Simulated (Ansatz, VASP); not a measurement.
**BaTe in VASP and in Ansatz**

INCAR

```
SYSTEM = BaTe
PREC     = Accurate       ! precision mode
ENCUT    = 520            ! plane-wave cutoff, eV
EDIFF    = 1E-6           ! SCF threshold, eV
ISMEAR   = 0              ! smearing method
SIGMA    = 0.05           ! smearing width, eV
LREAL    = .FALSE.        ! projectors in reciprocal space
LASPH    = .TRUE.         ! aspherical terms in the spheres
NELM     = 100            ! most SCF steps
ALGO     = Normal         ! electronic algorithm
ISIF     = 2              ! what is computed and relaxed
LWAVE    = .FALSE.        ! write WAVECAR
LCHARG   = .FALSE.        ! write CHGCAR
GGA      = PE             ! functional
NBANDS   = 15             ! bands
```

File KPOINTS:

```
regular mesh
0
G
  8 8 8
  0 0 0
```

POSCAR

```
BaTe
1.0
   -0.0304897840      3.9363640904      3.9316107911
    3.9304893892     -0.0394859034      3.9406069106
    3.8445272583      3.8593980790      0.0464762275
Ba Te
1 1
Direct
    0.0244587453     -0.0078127421      0.0066729889
    0.2255412547      0.2578127421      0.2433270111
```

Input for Ansatz:

```yaml
crystal:
  lattice:
    - [-0.030489784, 3.9363640904, 3.9316107911]
    - [3.9304893892, -0.0394859034, 3.9406069106]
    - [3.8445272583, 3.859398079, 0.0464762275]
  atoms:
    - { symbol: Ba, position: [0.0244587453, -0.0078127421, 0.0066729889] }
    - { symbol: Te, position: [0.2255412547, 0.2578127421, 0.2433270111] }
basis:
  ecutwfc: 420
  ecutrho_ratio: 4
kpoints:
  mp_grid: { grid: [8, 8, 8] }
hamiltonian:
  xc: pbe
scf:
  occupations: { method: gaussian, width: 0.05 }
output:
  forces: true
  stress: true
  eigenvalues: true
```

Change from the starting cell: all atoms moved at random (sigma 0.1 Å), cell strained at random (1 %).

Alike in both runs: task single point; functional PBE; k mesh 8 × 8 × 8; occupations gaussian, width 0.05 eV; no spin polarisation.

|  | VASP | Ansatz |
| --- | --- | --- |
| version | VASP 6.6.1 | Ansatz 0.2.0 |
| potentials or method | VASP PAW PBE potentials, release 64 (Ba_sv, Te), cutoff 520 eV | scalar-relativistic, plane waves, PAW |
| valence electrons in the cell | 16 | 26 |

|  | VASP | Ansatz | Ansatz less VASP |
| --- | --- | --- | --- |
| gap on the k mesh at the Fermi level (eV) | 2.48 | 2.47 | -0.006 |
| least direct gap on the mesh (eV) | 2.81 | 2.84 | +0.027 |
| pressure (GPa) | 0.7 | 0.5 | -0.22 |
| traceless stress, the component that is largest in VASP (GPa) | 1.41 | 1.31 | -0.103 |
| rms of the force components (eV/Å) | 0.474 | 0.449 | -0.0250 |

Atom by atom the forces differ by 0.025 eV/Å (rms over components). VASP's potentials hold 16 valence electrons a cell and Ansatz's 26, so a difference there can come from the potentials and not from the codes.

Neither program's run includes spin-orbit coupling.
